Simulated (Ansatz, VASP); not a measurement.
ReRhO: VASP beside Ansatz

```
CELL_PARAMETERS angstrom
3.57572 0.00000 0.00000
0.00000 3.57572 0.00000
0.00000 0.00000 3.74992
ATOMIC_POSITIONS crystal
Re 0.50000 0.50000 0.00000
Rh 0.00000 0.00000 0.00000
O 0.50000 0.50000 0.50000
```

Change from the starting cell: species swapped into the LiHPd type (P4/mmm, No. 123).

Alike in both runs: functional PBE; k mesh 14 × 14 × 12; occupations gaussian, width 0.1 eV; no spin polarisation.

Ansatz relaxed the structure, and its values are those at the end. VASP's run is a single point on that final structure, the one shown.

```csv
,VASP,Ansatz
version,VASP 6.6.1,Ansatz 0.2.0
potentials or method,"VASP PAW PBE potentials, release 64 (Re, Rh_pv, O), cutoff 520 eV","scalar-relativistic, plane waves, PAW"
valence electrons in the cell,28,38
```

VASP gave:

```
gap on the k mesh at the Fermi level (eV) : none
pressure (GPa)                            : 1.5
```

**Question.** Which values does Ansatz return?

**Answer.** gap on the k mesh at the Fermi level (eV): none; pressure (GPa): 0.0.

A gap of «none» marks a metal or a gap that the smearing closes. The functional is the same, so the differences come from potentials, cutoffs and numerics. VASP's potentials hold 28 valence electrons a cell and Ansatz's 38, so a difference there can come from the potentials and not from the codes.

Neither program's run includes spin-orbit coupling.
